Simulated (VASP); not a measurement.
Write the native input for VASP 6.6.1 that does the following.

```yaml
Task: density of states
Functional: PBE
Potentials_or_basis: VASP PAW PBE potentials, release 64 (Ce, Si, Ti_sv, C)
Cutoff: 520 eV
k_mesh: 6 × 6 × 5
Occupations: methfessel-paxton, width 0.1998 eV
Spin: collinear spin, zero start
Starting_moments: "[0.0, 0.0, 0.0, 0.0, 0.0, 0.0] μB"
Dipole_correction: no
k_mesh_for_the_DOS: 9 × 9 × 8
Occupations_for_the_DOS: tetrahedron
Further_INCAR_settings: ALGO = Normal; EDIFF = 1e-06
```

CeTi2Si2C:

```xyz
6
Lattice="4.1201 0.0000 0.0000 0.0000 4.1201 0.0000 0.0000 0.0000 5.4267" Properties=species:S:1:pos:R:3 pbc="T T T"
Ce    0.0000    0.0000    0.0000
Si    2.0600    2.0600    1.2156
Si    2.0600    2.0600    4.2112
Ti    0.0000    2.0600    2.7134
Ti    2.0600    0.0000    2.7134
C     0.0000    0.0000    2.7134
```

The input as run:

POSCAR

```
CeTi2Si2C
1.0
    4.1200979800      0.0000000000      0.0000000000
    0.0000000000      4.1200979800      0.0000000000
    0.0000000000      0.0000000000      5.4267454100
Ce Si Ti C
1 2 2 1
Direct
    0.0000000000      0.0000000000      0.0000000000
    0.5000000000      0.5000000000      0.2240000000
    0.5000000000      0.5000000000      0.7760000000
    0.0000000000      0.5000000000      0.5000000000
    0.5000000000      0.0000000000      0.5000000000
    0.0000000000      0.0000000000      0.5000000000
```

INCAR.step1

```
SYSTEM = CeTi2Si2C
PREC = Accurate ; ENCUT = 520
EDIFF = 1E-6 ; ISMEAR = 1
SIGMA = 0.1998 ; LREAL = .False.
LASPH = .True. ; NELM = 150
ALGO = Normal ; ISIF = 2
LWAVE = .False. ; LCHARG = .True.
ISPIN = 2 ; MAGMOM = 0 0 0 0 0 0
LMAXMIX = 6 ; GGA = PE
NBANDS = 37
```

KPOINTS.step1

```
Automatic mesh
0
Gamma
  6 6 5
  0 0 0
```

INCAR.step2

```
SYSTEM = CeTi2Si2C
PREC = Accurate ; ENCUT = 520
EDIFF = 1E-6 ; ISMEAR = -5
SIGMA = 0.1998 ; LREAL = .False.
LASPH = .True. ; NELM = 150
ALGO = Normal ; ISIF = 2
LWAVE = .False. ; LCHARG = .False.
ISPIN = 2 ; MAGMOM = 0 0 0 0 0 0
LORBIT = 11 ; LMAXMIX = 6
GGA = PE ; NEDOS = 2001
ICHARG = 11
```

KPOINTS.step2

```
Automatic mesh
0
Gamma
  9 9 8
  0 0 0
```

Potentials or basis: VASP PAW PBE potentials, release 64 (Ce, Si, Ti_sv, C).

Launch:

```sh
$ cat potpaw_PBE.64/Ce/POTCAR potpaw_PBE.64/Si/POTCAR potpaw_PBE.64/Ti_sv/POTCAR potpaw_PBE.64/C/POTCAR > POTCAR
$ cp INCAR.step1 INCAR
$ cp KPOINTS.step1 KPOINTS
$ mpirun -np 1 vasp_std > vasp.out
$ cp INCAR.step2 INCAR
$ cp KPOINTS.step2 KPOINTS
$ mpirun -np 1 vasp_std > vasp.out
```

Results of the run:

```yaml
Net_moment: 0.00 μB per cell
Valence_electrons_inside_the_program's_atomic_spheres: Ce 9.63; Si 1.73; Ti 10.49; C 2.40
```

Caveat: the magnetic or orbital state may not be the lowest; spin-orbit coupling is left out, which moves the levels of the heavy elements; without U or exact exchange the open f shell lies at the Fermi level, which spoils levels, moments and volumes.

Run time: 12 min on 1 thread of Intel(R) Xeon(R) Platinum 8124M CPU @ 3.00GHz (Skylake/Cascade Lake), on a shared host, peak memory 0.48 GiB.
